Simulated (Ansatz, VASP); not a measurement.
# MnO2: VASP beside Ansatz

```
Mn O
1.0
     1.42843    0.82471    4.58393
    -1.42843    0.82471    4.58393
     0.00000   -1.64941    4.58393
Mn O
1 2
Direct
  0.04633 0.89613 0.96372
  0.26196 0.20182 0.29496
  0.69683 0.72977 0.76218
```

Alike in both runs: task single point; functional PBE; k mesh 3 × 3 × 3; no spin polarisation.

```csv
,VASP,Ansatz
version,VASP 6.6.1,Ansatz 0.2.0
potentials or method,"VASP PAW PBE potentials, release 64 (Mn_pv, O), cutoff 600 eV","scalar-relativistic, plane waves, PAW"
occupations,"methfessel-paxton of order 1, width 0.19 eV","cold, width 0.19 eV"
valence electrons in the cell,25,27
```

Ansatz gave:

| Quantity | Value |
| --- | --- |
| gap on the k mesh at the Fermi level (eV) | none |
| pressure (GPa) | 3.1 |
| traceless stress, the component that is largest in VASP (GPa) | 11.60 |
| rms of the force components (eV/Å) | 2.152 |

Which values does VASP return?

gap on the k mesh at the Fermi level (eV): none; pressure (GPa): 4.1; traceless stress, the component that is largest in VASP (GPa): 12.19; rms of the force components (eV/Å): 2.161.

Atom by atom the forces differ by 0.054 eV/Å (rms over components). A gap of «none» marks a metal or a gap that the smearing closes. VASP's potentials hold 25 valence electrons a cell and Ansatz's 27, so a difference there can come from the potentials and not from the codes.

The k mesh is coarse, so the values compare programs but aren't converged.
